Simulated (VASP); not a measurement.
Crystal: MnAlGe.

```
Mn Al Ge
1.0
     3.91400    0.00000    0.00000
     0.00000    3.91400    0.00000
     0.00000    0.00000    5.93300
Mn Al Ge
2 2 2
Direct
  0.00000 0.00000 0.00000
  0.50000 0.50000 0.00000
  0.50000 0.00000 0.72700
  0.00000 0.50000 0.27300
  0.50000 0.00000 0.28000
  0.00000 0.50000 0.72000
```

Base run:

- Program: VASP 6.6.1
- Functional: PBEsol
- Potentials or basis: VASP PAW PBE potentials, release 64 (Mn_pv, Al, Ge_d)
- Cutoff: 500 eV
- k mesh: 6 × 6 × 4
- Occupations: gaussian, width 0.1 eV
- Spin: collinear spin, ferromagnetic start
- Starting moments: [1.93, 1.93, 0.0, 0.0, 0.0, 0.0] μB

Its results: pressure -5.6 GPa; net moment 3.46 μB per cell; site moments Mn +1.79; Al -0.02; Ge -0.06 μB; largest force 0.768 eV/Å.

Task: The run is repeated on the same cell with these changes: k mesh from 6 × 6 × 4 to 4 × 4 × 2. What comes out?

Result: Pressure -6.3 GPa; net moment 3.12 μB per cell; site moments Mn +1.63; Al -0.02; Ge -0.06 μB; largest force 0.583 eV/Å.

Caveats: some runs use coarse meshes; the PAW data sets were made with another functional, which shifts forces and pressure a little; the cell stands under tension (at least some runs).
